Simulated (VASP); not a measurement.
Input of a VASP 6.6.1 run:

File INCAR:

```
ALGO = Normal
EDIFF = 1E-6
ENCUT = 520
GGA = PE
ISIF = 2
ISMEAR = 0
ISPIN = 2
LASPH = T
LCHARG = T
LELF = T
LMAXMIX = 4
LORBIT = 11
LREAL = F
LVHAR = T
LWAVE = F
MAGMOM = 0.8 -0.8
NBANDS = 21
NELM = 150
PREC = Accurate
SIGMA = 0.05
```

File KPOINTS:

```
k-points
0
Gamma
  20 20 10
```

The input POSCAR:

```
Ni
1.0
    2.4835117988      0.0000000000      0.0000000000
   -1.2417558994      2.1507843084      0.0000000000
    0.0000000000      0.0000000000      4.0896851390
Ni
2
Direct
    0.3333333333      0.6666666667      0.7500000000
    0.6666666667      0.3333333333      0.2500000000
```

Potentials or basis: VASP PAW PBE potentials, release 64 (Ni).

Run with:

```console
$ cat potpaw_PBE.64/Ni/POTCAR > POTCAR
$ mpirun -np 1 vasp_std > vasp.out
```

(1) What does it give for the pressure?

(2) Predict the site moments.

(3) Predict the band gap on the k mesh.

## Answers

(1) -0.7 GPa.

(2) Ni +0.30, -0.30 μB.

(3) zero (filled and empty bands overlap).
